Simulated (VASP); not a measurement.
# Tl (I4/mmm) in VASP: notebook

Runs on Tl. Level: PBEsol. Tasks: single point.

Program: VASP 6.6.1. These are calculated values, not measurements. Logs are shortened: lines on timing, memory, paths and dates and some standing lists are left out, and cuts for length are marked.

### Step 1. The cell of the first run

Symmetry: I4/mmm, No. 139, tetragonal system. Conventional cell: a = 3.688 Å, b = 3.688 Å, c = 3.979 Å, α = 90.00°, β = 90.00°, γ = 90.00°. Tl (site symmetry 4/mmm) has 14 Tl at 3.28 to 3.98 Å within 4.3 Å.

### Step 2. Single point, PBEsol (strain -0.050 along x and y, +0.025 along z)

Input file INCAR:

```
SYSTEM = Tl
PREC = Accurate
ENCUT = 520
EDIFF = 1E-7
ISMEAR = 0
SIGMA = 0.15
LREAL = .False.
LASPH = .True.
NELM = 100
ALGO = Fast
ISIF = 2
LWAVE = .False.
LCHARG = .True.
GGA = PS
LELF = .True.
LVHAR = .True.
NBANDS = 12
```

Input file KPOINTS:

```
regular mesh
0
Gamma
  18 18 18
  0 0 0
```

Input file POSCAR:

```
Tl
1.0
   -1.8439500000      1.8439500000      1.9895250000
    1.8439500000     -1.8439500000      1.9895250000
    1.8439500000      1.8439500000     -1.9895250000
Tl
1
Direct
    0.0000000000      0.0000000000      0.0000000000
```

Potentials or basis: VASP PAW PBE potentials, release 64 (Tl_d).

The run is started by

```bash
$ cat potpaw_PBE.64/Tl_d/POTCAR > POTCAR
$ mpirun -np 1 vasp_std > vasp.out
```

OUTCAR:

```text
SYSTEM = Tl
   PREC = Accurate
   ENCUT = 520
   EDIFF = 1E-7
   ISMEAR = 0
   LREAL = .False.
   LASPH = .True.
   NELM = 100
   ISIF = 2
   GGA = PS

 ion  position               nearest neighbor table
   1  0.000  0.000  0.000-

  LATTYP: Found a body centered tetragonal cell.
 ALAT       =     3.6879000000
 C/A-ratio  =     1.0789473684

  Lattice vectors:

 A1 = (  -1.8439500000,   1.8439500000,   1.9895250000)
 A2 = (   1.8439500000,  -1.8439500000,   1.9895250000)
 A3 = (   1.8439500000,   1.8439500000,  -1.9895250000)

Analysis of symmetry for initial positions (statically):
=====================================================================
 Subroutine PRICEL returns:
 Original cell was already a primitive cell.

 Routine SETGRP: Setting up the symmetry group for a
 body centered tetragonal supercell.

 Subroutine GETGRP returns: Found 16 space group operations
 (whereof 16 operations were pure point group operations)
 out of a pool of 16 trial point group operations.

The static configuration has the point symmetry D_4h.

Analysis of symmetry for dynamics (positions and initial velocities):
=====================================================================
 Subroutine PRICEL returns:
 Original cell was already a primitive cell.

 Routine SETGRP: Setting up the symmetry group for a
 body centered tetragonal supercell.

 Subroutine GETGRP returns: Found 16 space group operations
 (whereof 16 operations were pure point group operations)
 out of a pool of 16 trial point group operations.

The dynamic configuration has the point symmetry D_4h.

 Subroutine INISYM returns: Found 16 space group operations
 (whereof 16 operations are pure point group operations),
 and found     1 'primitive' translations

----------------------------------------------------------------------------------------

                                     Primitive cell

  volume of cell :      27.0587

  direct lattice vectors                    reciprocal lattice vectors
    -1.843950000  1.843950000  1.989525000     0.000000000  0.271157027  0.251316269
     1.843950000 -1.843950000  1.989525000     0.271157027  0.000000000  0.251316269
     1.843950000  1.843950000 -1.989525000     0.271157027  0.271157027  0.000000000

  length of vectors
     3.280017215  3.280017215  3.280017215     0.369710698  0.369710698  0.383473945

  position of ions in fractional coordinates (direct lattice)
     0.000000000  0.000000000  0.000000000
[... 77 lines left out ...]
   LREAL  =      F    real-space projection
   EDIFFG = 0.1E-05   stopping-criterion for IOM
   NSW    =      0    number of steps for IOM
   IBRION =     -1    ionic relax: 0-MD 1-quasi-New 2-CG
   NFREE  =      0    steps in history (QN), initial steepest desc. (CG)
   ISIF   =      2    stress and relaxation
   ISYM   =      2    0-nonsym 1-usesym 2-fastsym
   POTIM  = 0.5000    time-step for ionic-motion
   TEBEG  =    0.0;   TEEND  =   0.0 temperature during run
   PSTRESS=    0.0 pullay stress
   NELECT =      13.0000    total number of electrons
   NUPDOWN=      -1.0000    fix difference up-down
   EMIN   =  10.00;   EMAX   =-10.00  energy-range for DOS
   EFERMI =   0.00;   METHOD = LEGACY
   ISMEAR =     0;   SIGMA  =   0.15  broadening in eV -4-tet -1-fermi 0-gaus
   EFERMI_NEDOS =   21; number of points for ismear=-14 and -15
   IALGO  =     68    algorithm
   IMIX   =      4    mixing-type and parameters
     AMIX     =   0.40;   BMIX     =  1.00
     AMIX_MAG =   1.60;   BMIX_MAG =  1.00
  volume/ion in A,a.u.               =      27.06       182.60
  Fermi-wavevector in a.u.,A,eV,Ry     =   1.282193  2.422993 22.368234  1.644019
  Thomas-Fermi vector in A             =   2.414519
   LORBIT       =      0    0 simple, 1 ext, 2 COOP (PROOUT), +10 PAW based schemes
   GGA     = PS    functional components
   LHFCALC =     F    Hartree Fock is set to
   AEXX    =    0.0000 exact exchange contribution
   IVDW    =     0    specifies the selected vdW correction
   LEPSILON=     F    determine dielectric tensor
   LRPA    =     F    only Hartree local field effects (RPA)
 non-spin polarized calculation
 RMM-DIIS sequential band-by-band and
 Gauss-broadening in eV      SIGMA  =   0.15
  energy-cutoff  :      520.00
  volume of cell :       27.06
 maximum number of plane-waves:       746
   NGX = 13   NGY = 13   NGZ = 13

 number of electron      13.0000005 magnetization

 Free energy of the ion-electron system (eV)
  ---------------------------------------------------
  ext. energy  EPLUGINS =         0.00000000
  ---------------------------------------------------
  free energy    TOTEN  =        -2.61611729 eV

  energy without entropy =       -2.61082391  energy(sigma->0) =       -2.61347060

 E-fermi :   6.9837     XC(G=0): -10.6476

 val. band max:        6.9755962465   @ k =  -0.4444   0.5000   0.2778
 cond. band min:       6.9887052986   @ k =  -0.4444   0.4444   0.2778
 fundamental gap:      0.0131090521
 Fermi energy:         6.9837201469

 k-point     1 :       0.0000    0.0000    0.0000
  band No.  band energies     occupation
      1      -4.7442      2.00000
      2      -4.7442      2.00000
      3      -4.6355      2.00000
      4      -4.2858      2.00000
      5      -4.1840      2.00000
      6      -3.4747      2.00000
      7      18.0204      0.00000
      8      18.3613      0.00000
      9      18.3613      0.00000
     10      18.8534      0.00000
     11      20.1499      0.00000
     12      20.1499      0.00000
[... 331 lines left out ...]
 k-point    24 :      -0.2222    0.0556    0.0000
  band No.  band energies     occupation
      1      -4.7663      2.00000
      2      -4.7228      2.00000
      3      -4.4494      2.00000
      4      -4.3189      2.00000
      5      -4.2125      2.00000
      6      -2.4721      2.00000
      7      12.3708      0.00000
      8      15.8573      0.00000
      9      16.4265      0.00000
     10      19.1743      0.00000
     11      19.2689      0.00000
     12      19.8059      0.00000

 [... further k-points ...]
[... 5 lines left out ...]
  --------------------------------------------------------------------------------------
  -------------------------------------------------------------------------------------
  Total        0.4157238      0.4157238      0.3016530      0.0000000      0.0000000      0.0000000
  in kB       24.6154535     24.6154535     17.8611948      0.0000000      0.0000000      0.0000000
  external PRESSURE =      22.3640339 kB  Pullay stress =       0.0000000 kB

 VOLUME and BASIS-vectors are now :
 -----------------------------------------------------------------------------
  energy-cutoff  :      520.00
  volume of cell :       27.06
      direct lattice vectors                 reciprocal lattice vectors
    -1.843950000  1.843950000  1.989525000     0.000000000  0.271157027  0.251316269
     1.843950000 -1.843950000  1.989525000     0.271157027  0.000000000  0.251316269
     1.843950000  1.843950000 -1.989525000     0.271157027  0.271157027  0.000000000

 POSITION                                       TOTAL-FORCE (eV/Angst)
 -----------------------------------------------------------------------------------
      0.00000      0.00000      0.00000         0.000000      0.000000      0.000000
 -----------------------------------------------------------------------------------
    total drift:                                0.000000      0.000000      0.000000

  FREE ENERGIE OF THE ION-ELECTRON SYSTEM (eV)
  ---------------------------------------------------
  free  energy   TOTEN  =        -2.6161172869 eV

  energy  without entropy=       -2.6108239056  energy(sigma->0) =       -2.61347060
```

OSZICAR:

```text
N       E                     dE             d eps       ncg     rms          rms(c)
DAV:   1     0.513212409114E+02    0.51321E+02   -0.67831E+03 12248   0.952E+02
DAV:   2    -0.201919087262E+01   -0.53340E+02   -0.52264E+02 13200   0.216E+02
DAV:   3    -0.265685954813E+01   -0.63767E+00   -0.63716E+00 13632   0.212E+01
DAV:   4    -0.265955183967E+01   -0.26923E-02   -0.26922E-02 13068   0.160E+00
DAV:   5    -0.265958172220E+01   -0.29883E-04   -0.29882E-04 13440   0.163E-01    0.260E+00
RMM:   6    -0.262295917287E+01    0.36623E-01   -0.45475E-02 11548   0.175E+00    0.176E+00
RMM:   7    -0.261663399980E+01    0.63252E-02   -0.19820E-02 11745   0.126E+00    0.747E-01
RMM:   8    -0.261612731364E+01    0.50669E-03   -0.14292E-03 12192   0.327E-01    0.866E-02
RMM:   9    -0.261611911067E+01    0.82030E-05   -0.17558E-04 13061   0.125E-01    0.354E-02
RMM:  10    -0.261611685429E+01    0.22564E-05   -0.27909E-05 12840   0.517E-02    0.135E-03
RMM:  11    -0.261611726891E+01   -0.41462E-06   -0.55246E-06 13172   0.210E-02    0.157E-03
RMM:  12    -0.261611728693E+01   -0.18019E-07   -0.94338E-07 11550   0.771E-03
   1 F= -.26161173E+01 E0= -.26134706E+01  d E =-.529338E-02
```

stdout:

```text
POSCAR found type information on POSCAR Tl
 POSCAR found :  1 types and       1 ions
 scaLAPACK will be used
 -----------------------------------------------------------------------------
|                                                                             |
|                                                                             |
|     You enforced a specific xc type in the INCAR file but a different       |
|     I HOPE YOU KNOW WHAT YOU ARE DOING!                                     |
|                                                                             |
 -----------------------------------------------------------------------------

 LDA part: xc-table for (Slater+PW92), standard interpolation
 POSCAR, INCAR and KPOINTS ok, starting setup
 FFT: planning ... GRIDC
 FFT: planning ... GRID_SOFT
 FFT: planning ... GRID
 WAVECAR not read
 entering main loop
```

Wall time 86 s (1 thread of Intel Xeon 8259CL, shared host); peak memory 0.26 GiB.

What came out:

* Free energy: -2.6161 eV
* Pressure: 2.2 GPa
* Band gap on the k mesh: zero (an odd number of electrons rules out a gap without spin polarisation)

Caveat: the cell differs from its parent crystal (strain -0.050 along x and y, +0.025 along z); the PAW data sets were made with another functional, which shifts forces and pressure a little; spin-orbit coupling is left out, which moves the levels of the heavy elements.

[end of part 1 of 2]

The gap in the log of VASP goes by the Fermi energy; the results here count the filled bands.